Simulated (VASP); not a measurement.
**SiO2: single point with PBE**

SiO2:

```
Si O
1.0
     3.60474    0.00000    0.00000
     0.00000    4.46267    0.00000
     0.00000    0.00000    5.04645
Si O
2 4
Direct
  0.00000 0.50000 0.50000
  0.50000 0.00000 0.50000
  0.12635 0.38176 0.00000
  0.87365 0.61824 0.00000
  0.37365 0.88176 0.00000
  0.62635 0.11824 0.00000
```

The cell was generated, and may not be a known phase.

```
Program             : VASP 6.6.1
Task                : single point
Functional          : PBE
Potentials or basis : VASP PAW PBE potentials, release 64 (Si, O)
Cutoff              : 520 eV
k mesh              : 6 × 4 × 4
Occupations         : gaussian, width 0.1 eV
Spin                : collinear spin, ferromagnetic start
Starting moments    : [0.0, 0.0, 1.0, 1.0, 1.0, 1.0] μB
```

The pressure is -5.6 GPa, the largest force is 2.362 eV/Å and the net moment is 0.60 μB per cell. The site moments are Si +0.00; O +0.13 μB. The valence electrons inside the program's atomic spheres are Si 1.42; O 4.81.

Forces in eV/Å, atoms in the order of the input:
```
Si   0.000  0.000  0.000
Si   0.000  0.000  0.000
O   -1.232  2.015  0.000
O    1.232 -2.015  0.000
O    1.232  2.015  0.000
O   -1.232 -2.015  0.000
```

Stress tensor (GPa, compression positive):
```
  6.66   0.00   0.00
  0.00  -2.49   0.00
  0.00   0.00 -21.06
```

Levels at points of the mesh, in eV from the Fermi level:
Spin up:
```
           k point  band 14  band 15  band 16  band 17  band 18  band 19
(0.00, 0.00, 0.00)    -2.21    -1.46    -0.43     0.51     1.09     2.06
(0.50, 0.00, 0.00)    -1.08    -0.17    -0.17     0.32     0.32     0.99
(0.00, 0.50, 0.00)    -0.85    -0.79    -0.79     2.13     2.13     3.17
(0.50, 0.50, 0.00)    -3.26    -1.34    -1.34     0.03     0.03     3.86
(0.00, 0.00, 0.50)    -1.61    -1.07    -0.42    -0.13     1.10     1.30
(0.50, 0.00, 0.50)    -1.49    -0.15    -0.15     0.49     0.49     1.49
(0.00, 0.50, 0.50)    -0.92    -0.85    -0.85     0.89     0.89     2.23
(0.50, 0.50, 0.50)    -3.46    -0.24    -0.24     0.03     0.03     1.90
```
Spin down:
```tsv
k point	band 13	band 14	band 15	band 16	band 17	band 18	band 19	band 20
(0.00, 0.00, 0.00)	-2.36	-2.17	-1.24	-0.19	0.52	1.54	2.12	4.72
(0.50, 0.00, 0.00)	-0.86	-0.86	0.19	0.19	0.39	0.39	1.01	1.01
(0.00, 0.50, 0.00)	-0.56	-0.56	-0.46	-0.46	2.14	2.14	3.19	3.19
(0.50, 0.50, 0.00)	-3.20	-3.20	-1.13	-1.13	0.46	0.46	3.90	3.90
(0.00, 0.00, 0.50)	-2.40	-1.51	-0.93	-0.43	0.06	1.42	1.55	3.55
(0.50, 0.00, 0.50)	-1.34	-1.34	0.27	0.27	0.53	0.53	1.49	1.49
(0.00, 0.50, 0.50)	-0.71	-0.71	-0.46	-0.46	0.89	0.89	2.26	2.26
(0.50, 0.50, 0.50)	-3.32	-3.32	-0.03	-0.03	0.45	0.45	1.88	1.88
```

Wall time 2.8 min on 1 thread of Intel Xeon 8259CL, on a shared host, peak memory 0.28 GiB.

Caveat: the stress differs along the axes, from -21 to 7 GPa; a moment this small can come from the mesh or the smearing; forces of over 1 eV/Å act on the atoms, so gaps and moduli don't describe the material at rest.
